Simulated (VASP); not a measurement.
# Bi2Te3 (R3m) in VASP: a series of runs

Bi2Te3 is run at these levels: LDA; tasks: single point.

Program: VASP 6.6.1. These are calculated values, not measurements. Logs are shortened: lines on timing, memory, paths and dates and some standing lists are left out, and cuts for length are marked.

## Step 1: The cell of the first run

Symmetry: R3m, No. 160, trigonal system. Conventional cell: a = 4.233 Å, b = 4.233 Å, c = 28.595 Å, α = 90.00°, β = 90.00°, γ = 120.00°. Within 3.8 Å of Bi (site symmetry 3m) lie 3 Te at 2.90 Å and 3 Bi at 3.28 Å. Bi (site symmetry 3m) has 9 Te at 3.13 to 4.48 Å and 9 Bi at 3.28 to 4.23 Å within 4.5 Å. Within 3.8 Å of Te (site symmetry 3m) lie 6 Te at 2.92 to 3.30 Å. Within 3.8 Å of Te (site symmetry 3m) lie 3 Bi at 2.90 Å and 3 Te at 3.30 Å. Te (site symmetry 3m) has 3 Te at 2.92 Å and 3 Bi at 3.13 Å within 3.8 Å.

## Step 2: Single point, LDA

INCAR

```
SYSTEM = Bi2Te3
PREC     = Accurate       ! precision mode
ENCUT    = 520            ! plane-wave cutoff, eV
EDIFF    = 1E-6           ! SCF threshold, eV
ISMEAR   = -1             ! smearing method
SIGMA    = 0.1            ! smearing width, eV
LREAL    = .False.        ! projectors in reciprocal space
LASPH    = .True.         ! aspherical terms in the spheres
NELM     = 60             ! most SCF steps
ALGO     = Normal         ! electronic algorithm
ISIF     = 2              ! what is computed and relaxed
LWAVE    = .False.        ! write WAVECAR
LCHARG   = .True.         ! write CHGCAR
GGA      = CA             ! functional
LELF     = .True.         ! ELF
LVHAR    = .True.       
NBANDS   = 32             ! bands
```

KPOINTS

```
Automatic mesh
0
Gamma
  6 6 6
  0 0 0
```

POSCAR

```
Bi2Te3
1.0
    2.1163701509      1.2218868097      9.5317315551
   -2.1163701509      1.2218868097      9.5317315551
    0.0000000000     -2.4437736194      9.5317315551
Bi Te
2 3
Direct
    0.1880000000      0.1880000000      0.1880000000
    0.5980000000      0.5980000000      0.5980000000
    0.3890000000      0.3890000000      0.3890000000
    0.8000000000      0.8000000000      0.8000000000
    0.0000000000      0.0000000000      0.0000000000
```

Potentials or basis: VASP PAW LDA potentials, release 64 (Bi_d, Te).

Started as:

```console
> cat potpaw_LDA.64/Bi_d/POTCAR potpaw_LDA.64/Te/POTCAR > POTCAR
> mpirun -np 1 vasp_std > vasp.out
```

OUTCAR:

```text
SYSTEM = Bi2Te3
   PREC = Accurate
   ENCUT = 520
   EDIFF = 1E-6
   ISMEAR = -1
   LREAL = .False.
   LASPH = .True.
   NELM = 60
   ISIF = 2
   GGA = CA

 ion  position               nearest neighbor table
   1  0.188  0.188  0.188-   4 2.90   4 2.90   4 2.90   2 3.28   2 3.28   2 3.28
   2  0.598  0.598  0.598-   5 3.13   5 3.13   5 3.13   1 3.28   1 3.28   1 3.28
   3  0.389  0.389  0.389-   5 2.92   5 2.92   5 2.92   4 3.30   4 3.30   4 3.30
   4  0.800  0.800  0.800-   1 2.90   1 2.90   1 2.90   3 3.30   3 3.30   3 3.30
   5  0.000  0.000  0.000-   3 2.92   3 2.92   3 2.92   2 3.13   2 3.13   2 3.13

  LATTYP: Found a trigonal (rhomboedric) cell.
 ALAT       =     9.8400170950
 COS(alpha) =     0.9074829993

  Lattice vectors:

 A1 = (   2.1163701509,   1.2218868097,   9.5317315551)
 A2 = (  -2.1163701509,   1.2218868097,   9.5317315551)
 A3 = (   0.0000000000,  -2.4437736194,   9.5317315551)

Analysis of symmetry for initial positions (statically):
=====================================================================
 Subroutine PRICEL returns:
 Original cell was already a primitive cell.

 Routine SETGRP: Setting up the symmetry group for a
 trigonal (rhombohedral) supercell.

 Subroutine GETGRP returns: Found  6 space group operations
 (whereof  6 operations were pure point group operations)
 out of a pool of 12 trial point group operations.

The static configuration has the point symmetry C_3v.

Analysis of symmetry for dynamics (positions and initial velocities):
=====================================================================
 Subroutine PRICEL returns:
 Original cell was already a primitive cell.

 Routine SETGRP: Setting up the symmetry group for a
 trigonal (rhombohedral) supercell.

 Subroutine GETGRP returns: Found  6 space group operations
 (whereof  6 operations were pure point group operations)
 out of a pool of 12 trial point group operations.

The dynamic configuration has the point symmetry C_3v.

 Subroutine INISYM returns: Found  6 space group operations
 (whereof  6 operations are pure point group operations),
 and found     1 'primitive' translations

----------------------------------------------------------------------------------------

                                     Primitive cell

[... 94 lines left out ...]
   ENCUT  =  520.0 eV  38.22 Ry    6.18 a.u.  18.30 18.30 18.30*2*pi/ulx,y,z
   NELM   =     60;   NELMIN=  2; NELMDL= -5     # of ELM steps
   EDIFF  = 0.1E-05   stopping-criterion for ELM
   LREAL  =      F    real-space projection
   EDIFFG = 0.1E-04   stopping-criterion for IOM
   NSW    =      0    number of steps for IOM
   IBRION =     -1    ionic relax: 0-MD 1-quasi-New 2-CG
   NFREE  =      0    steps in history (QN), initial steepest desc. (CG)
   ISIF   =      2    stress and relaxation
   ISYM   =      2    0-nonsym 1-usesym 2-fastsym
   POTIM  = 0.5000    time-step for ionic-motion
   TEBEG  =    0.0;   TEEND  =   0.0 temperature during run
   PSTRESS=    0.0 pullay stress
   NELECT =      48.0000    total number of electrons
   NUPDOWN=      -1.0000    fix difference up-down
   EMIN   =  10.00;   EMAX   =-10.00  energy-range for DOS
   EFERMI =   0.00;   METHOD = LEGACY
   ISMEAR =    -1;   SIGMA  =   0.10  broadening in eV -4-tet -1-fermi 0-gaus
   EFERMI_NEDOS =   21; number of points for ismear=-14 and -15
   IALGO  =     38    algorithm
   IMIX   =      4    mixing-type and parameters
     AMIX     =   0.40;   BMIX     =  1.00
     AMIX_MAG =   1.60;   BMIX_MAG =  1.00
  volume/ion in A,a.u.               =      29.58       199.61
  Fermi-wavevector in a.u.,A,eV,Ry     =   1.125054  2.126044 17.221526  1.265746
  Thomas-Fermi vector in A             =   2.261729
   LORBIT       =      0    0 simple, 1 ext, 2 COOP (PROOUT), +10 PAW based schemes
   GGA     = CA    functional components
   LHFCALC =     F    Hartree Fock is set to
   AEXX    =    0.0000 exact exchange contribution
   IVDW    =     0    specifies the selected vdW correction
   LEPSILON=     F    determine dielectric tensor
   LRPA    =     F    only Hartree local field effects (RPA)
 non-spin polarized calculation
  energy-cutoff  :      520.00
  volume of cell :      147.89
 maximum number of plane-waves:      4006
 NGX is ok and might be reduce to    80
   NGX = 37   NGY = 37   NGZ = 37

 number of electron      48.0000003 magnetization

 Free energy of the ion-electron system (eV)
  ---------------------------------------------------
  ext. energy  EPLUGINS =         0.00000000
  ---------------------------------------------------
  free energy    TOTEN  =       -20.02629839 eV

  energy without entropy =      -19.97173206  energy(sigma->0) =      -19.99901522

 E-fermi :   7.9686     XC(G=0): -10.1998

 val. band max:        7.9096078707   @ k =   0.5000   0.3333   0.0000
 cond. band min:       7.9743064038   @ k =   0.0000   0.0000   0.0000
 fundamental gap:      0.0646985332
 Fermi energy:         7.9686391963

 k-point     1 :       0.0000    0.0000    0.0000
  band No.  band energies     occupation
      1     -15.2999      2.00000
      2     -15.2999      2.00000
      3     -15.2491      2.00000
      4     -15.2491      2.00000
      5     -15.2468      2.00000
      6     -14.6295      2.00000
[... 829 lines left out ...]
     31      12.8468      0.00000
     32      12.9969      0.00000

 [... further k-points ...]

------------------------ aborting loop because EDIFF is reached ----------------------------------------

  FORCE on cell =-STRESS in cart. coord.  units (eV):
  Direction    XX          YY          ZZ          XY          YZ          ZX
  --------------------------------------------------------------------------------------
  -------------------------------------------------------------------------------------
  Total        6.2412846      6.2412839      5.3182360     -0.0000000      0.0000000      0.0000000
  in kB       67.6143553     67.6143479     57.6145974     -0.0000000      0.0000000      0.0000000
  external PRESSURE =      64.2811002 kB  Pullay stress =       0.0000000 kB

 VOLUME and BASIS-vectors are now :
 -----------------------------------------------------------------------------
  energy-cutoff  :      520.00
  volume of cell :      147.89
      direct lattice vectors                 reciprocal lattice vectors
     2.116370151  1.221886810  9.531731555     0.236253568  0.136401069  0.034970911
    -2.116370151  1.221886810  9.531731555    -0.236253568  0.136401069  0.034970911
     0.000000000 -2.443773619  9.531731555     0.000000000 -0.272802137  0.034970911

 POSITION                                       TOTAL-FORCE (eV/Angst)
 -----------------------------------------------------------------------------------
      0.00000      0.00000      5.37590         0.000000     -0.000000      1.529338
      0.00000      0.00000     17.09993         0.000000     -0.000000      0.343596
      0.00000      0.00000     11.12353         0.000000      0.000000      1.362081
      0.00000      0.00000     22.87616         0.000000     -0.000000     -1.581721
      0.00000      0.00000      0.00000         0.000000      0.000000     -1.653293
 -----------------------------------------------------------------------------------
    total drift:                                0.000000      0.000001      0.000757

  FREE ENERGIE OF THE ION-ELECTRON SYSTEM (eV)
  ---------------------------------------------------
  free  energy   TOTEN  =       -20.0262983917 eV

  energy  without entropy=      -19.9717320556  energy(sigma->0) =      -19.99901522
```

stdout:

```text
POSCAR found type information on POSCAR BiTe
 POSCAR found :  2 types and       5 ions
 scaLAPACK will be used
 LDA part: xc-table for (Slater(with rela. corr.)+CA(PZ))
 , standard interpolation
 POSCAR, INCAR and KPOINTS ok, starting setup
 FFT: planning ... GRIDC
 FFT: planning ... GRID_SOFT
 FFT: planning ... GRID
 WAVECAR not read
 entering main loop
```

It took 6.4 min on 1 thread of Intel Xeon 6975P-C (Granite Rapids), shared host; peak memory 0.71 GiB.

Results:

| Item | Value |
| --- | --- |
| Free energy | -20.0263 eV |
| Pressure | 6.4 GPa |
| Largest force | 1.653 eV/Å |
| Band gap on the k mesh | zero (bands 24 and 25 overlap by 0.10 eV) |

Forces on the atoms (eV/Å):
```
Bi   0.000  0.000  1.529
Bi   0.000  0.000  0.344
Te   0.000  0.000  1.362
Te   0.000  0.000 -1.582
Te   0.000  0.000 -1.653
```

Caveat: the cell stands under pressure; spin-orbit coupling is left out, which moves the levels of the heavy elements; forces of over 1 eV/Å act on the atoms, so gaps and moduli don't describe the material at rest.

## Step 3: Single point, LDA

This run uses another cell than the first one, of 30.92 Å³/atom.

INCAR

```
SYSTEM = Bi2Te3
  PREC = Accurate
  ENCUT = 520
  EDIFF = 1E-7
  ISMEAR = -1
  SIGMA = 0.1
  LREAL = .FALSE.
  LASPH = .TRUE.
  NELM = 100
  ALGO = Normal
  ISIF = 2
  LWAVE = .FALSE.
  LCHARG = .FALSE.
  NBANDS = 32
```

KPOINTS

```
regular mesh
0
G
  6 6 6
  0 0 0
```

Changes to POSCAR since step 2:

```diff
@@ -2,5 +2,5 @@
 1.0
-    2.1163701509      1.2218868097      9.5317315551
-   -2.1163701509      1.2218868097      9.5317315551
-    0.0000000000     -2.4437736194      9.5317315551
+    2.1479624227      1.2401266154      9.6740171823
+   -2.1479624227      1.2401266154      9.6740171823
+    0.0000000000     -2.4802532307      9.6740171823
 Bi Te
```

Potentials or basis: VASP PAW LDA potentials, release 64 (Bi_d, Te).

Started as:

```console
> cat potpaw_LDA.64/Bi_d/POTCAR potpaw_LDA.64/Te/POTCAR > POTCAR
> mpirun -np 1 vasp_std > vasp.out
```

It took 6.7 min on 1 thread of Intel Xeon 6975P-C (Granite Rapids), shared host; peak memory 0.72 GiB.

The run converged. Its results:

- Free energy: -20.2235 eV
- Pressure: 3.0 GPa
- Largest force: 1.479 eV/Å
- Band gap on the k mesh: zero (bands 24 and 25 overlap by 0.11 eV)

Forces on the atoms (eV/Å):
```
Bi   0.000  0.000  1.241
Bi   0.000  0.000  0.393
Te   0.000  0.000  1.098
Te   0.000  0.000 -1.252
Te   0.000  0.000 -1.479
```

Stress tensor (GPa, compression positive):
```
3.42 0.00 0.00
0.00 3.42 0.00
0.00 0.00 2.28
```

Levels at points of the mesh, in eV from the Fermi level:
```tsv
k point	band 22	band 23	band 24	band 25	band 26	band 27
(0.00, 0.00, 0.00)	-0.56	-0.56	-0.44	-0.02	0.22	0.22
(0.50, 0.00, 0.00)	-2.49	-0.39	-0.26	-0.15	0.41	2.49
(0.50, 0.50, 0.00)	-2.02	-1.26	-0.56	0.33	1.04	1.91
(0.50, 0.50, 0.50)	-0.83	-0.83	-0.83	0.45	0.88	0.88
```

Caveat: the cell stands under pressure; spin-orbit coupling is left out, which moves the levels of the heavy elements; forces of over 1 eV/Å act on the atoms, so gaps and moduli don't describe the material at rest.
